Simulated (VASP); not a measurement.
# BP (F-43m) in VASP: a series of runs, part 2 of 2

VASP 6.6.1. The steps go on from the part before.

## (5) Single point, PBE-based global hybrid

POSCAR

```
BP
1.0
    0.0000000000      2.2683156724      2.2683156724
    2.2683156724      0.0000000000      2.2683156724
    2.2683156724      2.2683156724      0.0000000000
B P
1 1
Direct
    0.0000000000      0.0000000000      0.0000000000
    0.2500000000      0.2500000000      0.2500000000
```

INCAR.step1

```
PREC     = Accurate       # precision mode
ENCUT    = 520            # plane-wave cutoff, eV
EDIFF    = 1E-5           # SCF threshold, eV
ISMEAR   = 0              # smearing method
SIGMA    = 0.01           # smearing width, eV
LREAL    = F              # projectors in reciprocal space
LASPH    = T              # aspherical terms in the spheres
NELM     = 100            # most SCF steps
ALGO     = Normal         # electronic algorithm
ISIF     = 2              # what is computed and relaxed
LWAVE    = T              # write WAVECAR
LCHARG   = F              # write CHGCAR
NBANDS   = 11             # bands
GGA      = PE             # functional
```

INCAR.step2

```
PREC     = Accurate       # precision mode
ENCUT    = 520            # plane-wave cutoff, eV
EDIFF    = 1E-6           # SCF threshold, eV
ISMEAR   = 0              # smearing method
SIGMA    = 0.01           # smearing width, eV
LREAL    = F              # projectors in reciprocal space
LASPH    = T              # aspherical terms in the spheres
NELM     = 100            # most SCF steps
ALGO     = Normal         # electronic algorithm
ISIF     = 2              # what is computed and relaxed
LWAVE    = F              # write WAVECAR
LCHARG   = F              # write CHGCAR
GGA      = PE             # functional
LHFCALC  = T              # exact exchange
AEXX     = 0.4            # exact-exchange fraction
PRECFOCK = Normal       
NBANDS   = 11             # bands
ISTART   = 1
```

KPOINTS

```
Automatic mesh
0
Gamma
  4 4 4
```

Potentials or basis: VASP PAW PBE potentials, release 64 (B, P).

The run is started by

```bash
$ cat potpaw_PBE.64/B/POTCAR potpaw_PBE.64/P/POTCAR > POTCAR
$ cp INCAR.step1 INCAR
$ mpirun -np 1 vasp_std > vasp.out
$ cp INCAR.step2 INCAR
$ mpirun -np 1 vasp_std > vasp.out
```

OUTCAR:

```text
PREC = Accurate
   ENCUT = 520
   EDIFF = 1E-6
   ISMEAR = 0
   LREAL = F
   LASPH = T
   NELM = 100
   ISIF = 2
   GGA = PE
   LHFCALC = T
   AEXX = 0.4
   PRECFOCK = Normal
   ISTART = 1

 ion  position               nearest neighbor table
   1  0.000  0.000  0.000-   2 1.96   2 1.96   2 1.96   2 1.96
   2  0.250  0.250  0.250-   1 1.96   1 1.96   1 1.96   1 1.96

  LATTYP: Found a face centered cubic cell.
 ALAT       =     4.5366313448

  Lattice vectors:

 A1 = (   0.0000000000,   2.2683156724,   2.2683156724)
 A2 = (   2.2683156724,   0.0000000000,   2.2683156724)
 A3 = (   2.2683156724,   2.2683156724,   0.0000000000)

Analysis of symmetry for initial positions (statically):
=====================================================================
 Subroutine PRICEL returns:
 Original cell was already a primitive cell.

 Routine SETGRP: Setting up the symmetry group for a
 face centered cubic supercell.

 Subroutine GETGRP returns: Found 24 space group operations
 (whereof 24 operations were pure point group operations)
 out of a pool of 48 trial point group operations.

The static configuration has the point symmetry T_d .

Analysis of symmetry for dynamics (positions and initial velocities):
=====================================================================
 Subroutine PRICEL returns:
 Original cell was already a primitive cell.

 Routine SETGRP: Setting up the symmetry group for a
 face centered cubic supercell.

 Subroutine GETGRP returns: Found 24 space group operations
 (whereof 24 operations were pure point group operations)
 out of a pool of 48 trial point group operations.

The dynamic configuration has the point symmetry T_d .

 Subroutine INISYM returns: Found 24 space group operations
 (whereof 24 operations are pure point group operations),
 and found     1 'primitive' translations

[... 107 lines left out ...]
   NKREDY  =     1    reduce k-point grid by
   NKREDZ  =     1    reduce k-point grid by
   AEXX    =    0.4000 exact exchange contribution
   HFSCREEN=    0.0000 screening length (either q_TF or 0.3 A-1)
   HFSCREENC=   0.0000 screening length for correlation (either q_TF or 0.3 A-1)
   ENCUTFOCK=  -1.0 apply spherical cutoff to Coloumb kernel
   IVDW    =     0    specifies the selected vdW correction
   LEPSILON=     F    determine dielectric tensor
   LRPA    =     F    only Hartree local field effects (RPA)
 non-spin polarized calculation
 Gauss-broadening in eV      SIGMA  =   0.01
  energy-cutoff  :      520.00
  volume of cell :       23.34
 maximum number of plane-waves:       636
  NGX = 18; NGY = 18; NGZ = 18

 number of electron       8.0000000 magnetization

 Free energy of the ion-electron system (eV)
  ---------------------------------------------------
  ext. energy  EPLUGINS =         0.00000000
  ---------------------------------------------------
  free energy    TOTEN  =       -17.43054053 eV

  energy without entropy =      -17.43054053  energy(sigma->0) =      -17.43054053

 E-fermi :   6.1462     XC(G=0):  -7.2199

 val. band max:        6.0761890963   @ k =   0.0000   0.0000   0.0000
 cond. band min:       9.9205479034   @ k =   0.5000   0.5000   0.0000
 fundamental gap:      3.8443588071
 Fermi energy:         6.1461527404

 k-point     1 :       0.0000    0.0000    0.0000
  band No.  band energies     occupation
      1     -11.9922      2.00000
      2       6.0762      2.00000
      3       6.0762      2.00000
      4       6.0762      2.00000
      5      12.3160      0.00000
      6      12.3160      0.00000
      7      12.3160      0.00000
      8      16.9464      0.00000
      9      20.6675      0.00000
     10      21.6512      0.00000
     11      21.6512      0.00000
[... 85 lines left out ...]
 k-point     8 :      -0.2500    0.5000    0.2500
  band No.  band energies     occupation
      1      -5.9531      2.00000
      2      -3.4886      2.00000
      3      -0.3957      2.00000
      4      -0.1667      2.00000
      5      14.3325      0.00000
      6      15.7584      0.00000
      7      16.7232      0.00000
      8      16.9129      0.00000
      9      22.9062      0.00000
     10      26.3729      0.00000
     11      26.5343      0.00000

------------------------ aborting loop because EDIFF is reached ----------------------------------------

  FORCE on cell =-STRESS in cart. coord.  units (eV):
  Direction    XX          YY          ZZ          XY          YZ          ZX
  --------------------------------------------------------------------------------------
  -------------------------------------------------------------------------------------
  Total       -0.4425031     -0.4425031     -0.4425031      0.0000000      0.0000000      0.0000000
  in kB      -30.3729144    -30.3729144    -30.3729144      0.0000000      0.0000000      0.0000000
  external PRESSURE =     -30.3729144 kB  Pullay stress =       0.0000000 kB

 VOLUME and BASIS-vectors are now :
 -----------------------------------------------------------------------------
  energy-cutoff  :      520.00
  volume of cell :       23.34
      direct lattice vectors                 reciprocal lattice vectors
     0.000000000  2.268315672  2.268315672    -0.220427873  0.220427873  0.220427873
     2.268315672  0.000000000  2.268315672     0.220427873 -0.220427873  0.220427873
     2.268315672  2.268315672  0.000000000     0.220427873  0.220427873 -0.220427873

 POSITION                                       TOTAL-FORCE (eV/Angst)
 -----------------------------------------------------------------------------------
      0.00000      0.00000      0.00000         0.000000      0.000000      0.000000
      1.13416      1.13416      1.13416        -0.000000     -0.000000     -0.000000
 -----------------------------------------------------------------------------------
    total drift:                                0.000000      0.000001      0.000001

  FREE ENERGIE OF THE ION-ELECTRON SYSTEM (eV)
  ---------------------------------------------------
  free  energy   TOTEN  =       -17.4305405282 eV

  energy  without entropy=      -17.4305405282  energy(sigma->0) =      -17.43054053
```

OUTCAR.step1:

```text
PREC = Accurate
   ENCUT = 520
   EDIFF = 1E-5
   ISMEAR = 0
   LREAL = F
   LASPH = T
[... 313 lines left out ...]
 -----------------------------------------------------------------------------------
      0.00000      0.00000      0.00000        -0.000000     -0.000000     -0.000000
      1.13416      1.13416      1.13416         0.000000      0.000000      0.000000
 -----------------------------------------------------------------------------------
    total drift:                                0.000000      0.000000      0.000000

  FREE ENERGIE OF THE ION-ELECTRON SYSTEM (eV)
  ---------------------------------------------------
  free  energy   TOTEN  =       -12.7584898037 eV

  energy  without entropy=      -12.7584898037  energy(sigma->0) =      -12.75848980
```

OSZICAR.step1:

```text
N       E                     dE             d eps       ncg     rms          rms(c)
DAV:   1     0.961953648217E+01    0.96195E+01   -0.38535E+03   176   0.656E+02
DAV:   2    -0.130787939541E+02   -0.22698E+02   -0.22379E+02   230   0.109E+02
DAV:   3    -0.135050710446E+02   -0.42628E+00   -0.42549E+00   223   0.137E+01
DAV:   4    -0.135064882042E+02   -0.14172E-02   -0.14170E-02   208   0.934E-01
DAV:   5    -0.135064961911E+02   -0.79869E-05   -0.79867E-05   215   0.674E-02    0.726E+00
DAV:   6    -0.128641561557E+02    0.64234E+00   -0.14560E+00   191   0.523E+00    0.388E+00
DAV:   7    -0.127663396752E+02    0.97816E-01   -0.23676E-01   225   0.244E+00    0.136E+00
DAV:   8    -0.127578630352E+02    0.84766E-02   -0.29690E-02   202   0.969E-01    0.212E-01
DAV:   9    -0.127582293783E+02   -0.36634E-03   -0.70671E-04   197   0.177E-01    0.153E-01
DAV:  10    -0.127584748865E+02   -0.24551E-03   -0.28901E-04   199   0.108E-01    0.298E-02
DAV:  11    -0.127584883243E+02   -0.13438E-04   -0.17848E-05   217   0.257E-02    0.397E-02
DAV:  12    -0.127584898037E+02   -0.14794E-05   -0.65412E-06   137   0.130E-02
   1 F= -.12758490E+02 E0= -.12758490E+02  d E =-.726867E-17
```

Wall time 96 s (1 thread of AMD EPYC 7R13 (Zen 3), shared host); peak memory 0.1 GiB.

What came out:

| Quantity | Value |
| --- | --- |
| Free energy | -17.4305 eV |
| Pressure | -3.0 GPa |
| Band gap on the k mesh | 3.84 eV, indirect (least direct gap 6.24 eV) |

Caveat: the k points lie up to 0.60 Å⁻¹ apart; the PAW data sets were made with another functional, which shifts forces and pressure a little.

## (6) Single point, PBE-based screened hybrid

POSCAR is that of step 5.

INCAR.step1

```
SYSTEM = BP
ALGO = Normal ; EDIFF = 1E-5
ENCUT = 520 ; GGA = PE
ISIF = 2 ; ISMEAR = 0
LASPH = .TRUE. ; LCHARG = .FALSE.
LREAL = .FALSE. ; LWAVE = .TRUE.
NBANDS = 11 ; NELM = 100
PREC = Accurate ; SIGMA = 0.01
```

INCAR.step2

```
SYSTEM = BP
AEXX = 0.05 ; ALGO = Normal
EDIFF = 1E-7 ; ENCUT = 520
GGA = PE ; HFSCREEN = 0.3
ISIF = 2 ; ISMEAR = 0
ISTART = 1 ; LASPH = .TRUE.
LCHARG = .FALSE. ; LHFCALC = .TRUE.
LREAL = .FALSE. ; LWAVE = .FALSE.
NBANDS = 11 ; NELM = 100
PREC = Accurate ; PRECFOCK = Normal
SIGMA = 0.01
```

KPOINTS

```
k-points
0
G
  4 4 4
  0 0 0
```

Potentials or basis: VASP PAW PBE potentials, release 64 (B, P).

The run is started by

```bash
$ cat potpaw_PBE.64/B/POTCAR potpaw_PBE.64/P/POTCAR > POTCAR
$ cp INCAR.step1 INCAR
$ mpirun -np 1 vasp_std > vasp.out
$ cp INCAR.step2 INCAR
$ mpirun -np 1 vasp_std > vasp.out
```

Run time: 87 s. Hardware: 1 thread of AMD EPYC 7R13 (Zen 3), shared host; peak memory 0.2 GiB.

Results (log left out):

* Free energy: -13.0670 eV
* Pressure: 1.6 GPa
* Band gap on the k mesh: 1.42 eV, indirect (least direct gap 3.53 eV)

Levels at points of the mesh, in eV from the valence-band top:
```
           k point  band 1  band 2  band 3  band 4  band 5  band 6  band 7  band 8  band 9
(0.00, 0.00, 0.00)  -15.78    0.00    0.00    0.00    3.53    3.53    3.53    7.61   11.69
(0.50, 0.00, 0.00)  -12.39   -9.22   -1.79   -1.79    3.93    4.86    4.86   10.32   14.88
(0.50, 0.50, 0.00)  -10.82   -8.77   -4.20   -4.20    1.42    1.76   12.42   12.42   15.55
```

Caveat: the k points lie up to 0.60 Å⁻¹ apart; the PAW data sets were made with another functional, which shifts forces and pressure a little.

## (7) Overview

| level | k mesh | screening parameter | share of exact exchange | gap on the mesh (eV) | pressure (GPa) |
| --- | --- | --- | --- | --- | --- |
| HSE06 | 2 × 2 × 2 | 0.2079 1/Å | - | 2.41 | 12.9 |
| HSE06 | 4 × 4 × 4 | 0.2079 1/Å | - | 2.09 | -0.9 |
| PBE-based global hybrid | 4 × 4 × 4 | - | 0.4 | 3.84 | -3.0 |
| PBE-based screened hybrid | 4 × 4 × 4 | 0.3 1/Å | 0.05 | 1.42 | 1.6 |

Alike in all rows: task single point; potentials or basis VASP PAW PBE potentials, release 64 (B, P); no spin polarisation; cell as given; cutoff (eV) 520; smearing gaussian 0.01 eV.

Caveats: all runs use coarse meshes; the PAW data sets were made with another functional, which shifts forces and pressure a little.

Absolute energies hang on the potentials; compare differences alone.
